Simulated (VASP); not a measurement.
The system is Li2TiO2.

```
CELL_PARAMETERS angstrom
4.51921 0.00000 0.00000
0.00000 4.51921 0.00000
0.00000 0.00000 3.12425
ATOMIC_POSITIONS crystal
Li 0.50000 0.00000 0.00000
Li 0.00000 0.50000 0.00000
Ti 0.00000 0.00000 0.00000
O 0.00000 0.00000 0.50000
O 0.50000 0.50000 0.00000
```

| Quantity | Value |
| --- | --- |
| Program | VASP 6.6.1 |
| Task | relaxation of cell and atoms |
| Functional | PBE |
| Potentials or basis | VASP PAW PBE potentials, release 64 (Li_sv, Ti_sv, O) |
| Cutoff | 600 eV |
| k mesh | 4 × 4 × 6 |
| Occupations | gaussian, width 0.1 eV |
| Spin | collinear spin, ferromagnetic start |
| Starting moments | [0.0, 0.0, 1.0, 0.0, 0.0] μB |

At the start: pressure 45.9 GPa; volume 12.76 Å³/atom.

Q: Where does the relaxation end?

A: Over 9 steps the energy falls by 815.0 meV/atom and the volume is 15.74 Å³/atom (+23.3 %); space group P4/mmm (No. 123, to 0.05 Å); moment 1.96 μB per cell.

The path:
| step | energy change (eV) | largest force (eV/Å) | pressure (GPa) | volume (Å³) |
| --- | --- | --- | --- | --- |
| 1 | 0.0000 | 0.0000 | 45.85 | 63.81 |
| 2 | 0.2854 | 0.0000 | -16.42 | 98.21 |
| 3 | -4.0420 | 0.0000 | -1.32 | 78.18 |
| 4 | -4.0623 | 0.0000 | -0.13 | 77.40 |
| 5 | -4.0666 | 0.0000 | 0.80 | 76.84 |
| 6 | -4.0657 | 0.0000 | 0.38 | 77.10 |
| 7 | -4.0710 | 0.0000 | 0.78 | 77.46 |
| 8 | -4.0712 | 0.0000 | 0.90 | 77.56 |
| 9 | -4.0748 | 0.0000 | 0.25 | 78.69 |

Final structure:
```cif
data_structure
_symmetry_space_group_name_H-M 'P 1'
_symmetry_Int_Tables_number 1
_cell_length_a 4.5937
_cell_length_b 4.5937
_cell_length_c 3.7292
_cell_angle_alpha 90.000
_cell_angle_beta 90.000
_cell_angle_gamma 90.000
_cell_volume 78.69
loop_
_atom_site_label
_atom_site_type_symbol
_atom_site_fract_x
_atom_site_fract_y
_atom_site_fract_z
_atom_site_occupancy
Li1 Li 0.50000 0.00000 0.00000 1
Li2 Li 0.00000 0.50000 0.00000 1
Ti1 Ti 0.00000 0.00000 0.00000 1
O1 O 0.00000 0.00000 0.50000 1
O2 O 0.50000 0.50000 0.00000 1
```

Caveat: the cutoff is under 1.25 times the usual one of these potentials, so pressure, stress and relaxed cells hold a basis-set (Pulay) error; the volume moved by over 15 % at a fixed basis, so the end points are rough.
